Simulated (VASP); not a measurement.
# CO in VASP: further runs, part 2 of 2

VASP 6.6.1.

### 4 Single point, PBE+D3(BJ)

File INCAR:

```
PREC     = Accurate       # precision mode
ENCUT    = 520            # plane-wave cutoff, eV
EDIFF    = 1E-7           # SCF threshold, eV
ISMEAR   = -1             # smearing method
SIGMA    = 0.05           # smearing width, eV
LREAL    = Auto         
LASPH    = T              # aspherical terms in the spheres
NELM     = 100            # most SCF steps
ALGO     = Normal         # electronic algorithm
ISIF     = 2              # what is computed and relaxed
LWAVE    = F              # write WAVECAR
LCHARG   = F              # write CHGCAR
GGA      = PE             # functional
IVDW     = 12             # dispersion correction
NBANDS   = 66             # bands
```

File KPOINTS:

```
regular mesh
0
Gamma
  1 1 1
```

File POSCAR:

```
CO
1.0
    7.7417530000      0.0000000000      0.0000000000
    0.0000000000      7.7417530000      0.0000000000
    0.0000000000      0.0000000000      7.7417530000
O C
10 10
Direct
    0.9233438473      0.3085864403      0.8269315748
    0.3886199934      0.8631249279      0.9223104896
    0.8326537930      0.6665157103      0.5580519037
    0.6178833140      0.5353180346      0.1123776488
    0.1728161568      0.9992698036      0.5989082834
    0.8528042680      0.1349048465      0.1448509143
    0.6123419334      1.1266440559      0.4823455360
    0.4496785160      0.4830818033      0.6216421526
    0.3017016947      0.2199114335      0.1382374250
    1.0986529795      0.6391058976      0.1504310458
    1.0625887961      0.3366550186      0.7869664661
    0.5272449276      0.8489679275      0.8758352275
    0.9130490213      0.6820548266      0.6802852016
    0.6521262045      0.6431618265      0.2046435736
    0.2012205763      0.9001062163      0.4954691786
    0.7168918977      0.1308230836      0.0868407969
    0.5714855537      0.9845186226      0.4714306953
    0.3534599980      0.5179834593      0.5174538635
    0.2987178744      0.2078598994      0.2838246066
    1.0037649096      0.7321726746      0.0901475415
```

Potentials or basis: VASP PAW PBE potentials, release 64 (O, C).

Launch:

```console
> cat potpaw_PBE.64/O/POTCAR potpaw_PBE.64/C/POTCAR > POTCAR
> mpirun -np 1 vasp_gam > vasp.out
```

OUTCAR:

```text
PREC = Accurate
   ENCUT = 520
   EDIFF = 1E-7
   ISMEAR = -1
   LREAL = Auto
   LASPH = T
   NELM = 100
   ISIF = 2
   GGA = PE
   IVDW = 12
 IVDW          = 12

 ion  position               nearest neighbor table
   1  0.923  0.309  0.827-  11 1.14
   2  0.389  0.863  0.922-  12 1.14
   3  0.833  0.667  0.558-  13 1.14
   4  0.618  0.535  0.112-  14 1.13
   5  0.173  0.999  0.599-  15 1.13
[... 293 lines left out ...]
  -------------------------------------------------------------------------------------
  Total       3.84353     3.11654     6.20798    -0.91639    -0.05154     1.02559
  in kB      13.27157    10.76130    21.43596    -3.16428    -0.17795     3.54134
  external pressure =       15.16 kB  Pullay stress =        0.00 kB

 VOLUME and BASIS-vectors are now :
 -----------------------------------------------------------------------------
  energy-cutoff  :      520.00
  volume of cell :      464.00
      direct lattice vectors                 reciprocal lattice vectors
     7.741753000  0.000000000  0.000000000     0.129169711  0.000000000  0.000000000
     0.000000000  7.741753000  0.000000000     0.000000000  0.129169711  0.000000000
     0.000000000  0.000000000  7.741753000     0.000000000  0.000000000  0.129169711

 POSITION                                       TOTAL-FORCE (eV/Angst)
 -----------------------------------------------------------------------------------
      7.14830      2.38900      6.40190        -0.087011     -0.042994     -0.082550
      3.00860      6.68210      7.14030        -0.686891      0.063311      0.214455
      6.44620      5.16000      4.32030        -0.266425     -0.080993     -0.344625
      4.78350      4.14430      0.87000        -0.405869     -1.284644     -0.974525
      1.33790      7.73610      4.63660        -0.373817      0.907142      1.203695
      6.60220      1.04440      1.12140        -0.160381     -0.017714      0.005399
[... 12 lines left out ...]
      2.31260      1.60920      2.19730        -0.181335      0.028991      1.111517
      0.02915      5.66830      0.69790        -0.982649      1.100870     -0.611425
 -----------------------------------------------------------------------------------
    total drift:                                0.007163      0.005408     -0.003822

  FREE ENERGIE OF THE ION-ELECTRON SYSTEM (eV)
  ---------------------------------------------------
  free  energy   TOTEN  =      -148.5940982821 eV

  energy  without entropy=     -148.5940982820  energy(sigma->0) =     -148.59409828
```

OSZICAR:

```text
N       E                     dE             d eps       ncg     rms          rms(c)
DAV:   1     0.867891421271E+03    0.86789E+03   -0.53712E+04   140   0.137E+03
DAV:   2    -0.584679654287E+02   -0.92636E+03   -0.89800E+03   184   0.318E+02
DAV:   3    -0.153140716263E+03   -0.94673E+02   -0.94006E+02   152   0.110E+02
DAV:   4    -0.155391446242E+03   -0.22507E+01   -0.22386E+01   150   0.185E+01
DAV:   5    -0.155501307497E+03   -0.10986E+00   -0.10974E+00   208   0.342E+00    0.223E+01
DAV:   6    -0.148903949764E+03    0.65974E+01   -0.20973E+01   144   0.194E+01    0.117E+01
DAV:   7    -0.147703584603E+03    0.12004E+01   -0.17283E+00   176   0.646E+00    0.614E+00
DAV:   8    -0.147426389615E+03    0.27719E+00   -0.16798E+00   168   0.461E+00    0.150E+00
DAV:   9    -0.147404543289E+03    0.21846E-01   -0.12876E-01   168   0.147E+00    0.573E-01
DAV:  10    -0.147403653701E+03    0.88959E-03   -0.13254E-02   168   0.474E-01    0.162E-01
DAV:  11    -0.147403659014E+03   -0.53131E-05   -0.20783E-03   168   0.197E-01    0.727E-02
DAV:  12    -0.147403621377E+03    0.37637E-04   -0.31480E-04   168   0.921E-02    0.244E-02
DAV:  13    -0.147403575725E+03    0.45652E-04   -0.74121E-05   168   0.451E-02    0.101E-02
DAV:  14    -0.147403558794E+03    0.16932E-04   -0.21845E-05   168   0.249E-02    0.736E-03
DAV:  15    -0.147403554242E+03    0.45517E-05   -0.60018E-06   176   0.153E-02    0.241E-03
DAV:  16    -0.147403553689E+03    0.55313E-06   -0.14473E-06   168   0.582E-03    0.181E-03
DAV:  17    -0.147403553620E+03    0.68986E-07   -0.15811E-07   120   0.190E-03
   1 F= -.14859410E+03 E0= -.14859410E+03  d E =-.798132E-10
```

Wall time 36 s (1 thread of Intel Xeon 6975P-C (Granite Rapids), shared host); peak memory 0.42 GiB.

Results:

```
Free energy                : -148.5941 eV
Pressure                   : 1.5 GPa
Largest force              : 1.663 eV/Å
Dispersion energy per atom : -0.060 eV
```

Forces in eV/Å, atoms in the order of the input:
```
O   -0.087 -0.043 -0.083
O   -0.687  0.063  0.214
O   -0.266 -0.081 -0.345
O   -0.406 -1.285 -0.975
O   -0.374  0.907  1.204
O   -0.160 -0.018  0.005
O    0.039 -0.505  0.054
O    1.041 -0.298  1.108
O   -0.011  0.133 -1.416
O    1.081 -1.097  0.617
C    0.152  0.024 -0.012
C    0.624 -0.018 -0.311
C    0.236  0.091  0.338
C    0.315  1.185  0.967
C    0.227 -0.906 -1.088
C    0.207 -0.061  0.115
C    0.217  0.475  0.166
C   -0.983  0.303 -1.061
C   -0.181  0.029  1.112
C   -0.983  1.101 -0.611
```

Caveat: the k points lie up to 0.81 Å⁻¹ apart, too coarse for converged energies, forces and pressures.

### 5 The runs side by side

```csv
cell,pressure (GPa),largest force (eV/Å)
"as given, atomic positions A",1.2,0.88
"as given, atomic positions B",2.6,5.09
"as given, atomic positions C",1.5,1.66
```

Alike in all rows: task single point; level PBE+D3(BJ); potentials or basis VASP PAW PBE potentials, release 64 (O, C); no spin polarisation; k mesh 1 × 1 × 1; cutoff (eV) 520; smearing fermi-dirac 0.05 eV.

Caveats: all runs use coarse meshes.

Absolute energies hang on the potentials; compare differences alone.
